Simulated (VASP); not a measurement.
Runs of VASP 6.6.1 on BiTe. The structure is that of space group R-3m (No. 166), or close to it. The cells are those of the table. 

| cell | gap on the mesh (eV) | pressure (GPa) |
| --- | --- | --- |
| a = 4.467 Å, angles 65.7°, 2 atoms | none | -1.8 |
| a = 4.431 Å, angles 70.1°, 2 atoms | none | -4.2 |
| a = 4.381 Å, angles 63.4°, 2 atoms | none | (a) |
| a = 4.308 Å, angles 72.4°, 2 atoms | none | -3.0 |

Alike in all rows: task single point; level PBE; potentials or basis VASP PAW PBE potentials, release 64 (Bi_d, Te); no spin polarisation; k mesh 12 × 12 × 12; cutoff (eV) 520; smearing gaussian 0.15 eV.

Problem. Estimate the missing entries.

Solution. (a) 3.8.

Caveats: spin-orbit coupling is left out, which moves the levels of the heavy elements; the cell stands under tension (at least some runs); the cell stands under pressure (at least some runs).

A k mesh can miss the band edges, and the runs leave out spin-orbit coupling on Bi, Te.

A gap of «none» marks levels without a gap at the run's occupations.
